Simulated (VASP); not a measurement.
Set up this calculation in VASP 6.6.1, as the native input.

* Task: electric field gradients
* Functional: PBE
* Potentials or basis: VASP PAW PBE potentials, release 64 (Tl_d)
* Cutoff: 520 eV
* k mesh: 11 × 11 × 6
* Occupations: fermi-dirac, width 0.05 eV
* Spin: no spin polarisation
* Dipole correction: no
* Further INCAR settings: ALGO = Normal; EDIFF = 1e-08; NBANDS = 20

The structure of Tl lies in POSCAR:

```
Tl
1.0
    3.4500723807      0.0000000000      0.0000000000
   -1.7250361904      2.9878503266      0.0000000000
    0.0000000000      0.0000000000      5.5702474375
Tl
2
Direct
    0.3333333333      0.6666666667      0.2500000000
    0.6666666667      0.3333333333      0.7500000000
```

The input as run:

INCAR

```
  PREC = Accurate
  ENCUT = 520
  EDIFF = 1E-8
  ISMEAR = -1
  SIGMA = 0.05
  LREAL = False
  LASPH = True
  NELM = 100
  ALGO = Normal
  ISIF = 2
  LWAVE = False
  LCHARG = False
  GGA = PE
  LEFG = True
  NBANDS = 20
```

KPOINTS

```
Automatic mesh
0
Gamma
  11 11 6
```

Potentials or basis: VASP PAW PBE potentials, release 64 (Tl_d).

The run is started by

```bash
$ cat potpaw_PBE.64/Tl_d/POTCAR > POTCAR
$ mpirun -np 1 vasp_std > vasp.out
```

It gave:

The pressure is 2.9 GPa and the band gap on the k mesh is zero (bands 13 and 14 overlap by 5.51 eV). The largest electric field gradient by atom is Tl -12.6 V/Å².

Caveat: without QUAD_EFG the Cq values of the log hold for a quadrupole moment of 1 mb, not for the nuclei; spin-orbit coupling is left out, which moves the levels of the heavy elements.

It took 38 s on 1 thread of Intel(R) Xeon(R) Platinum 8488C (Sapphire Rapids), on a shared host, peak memory 0.2 GiB.
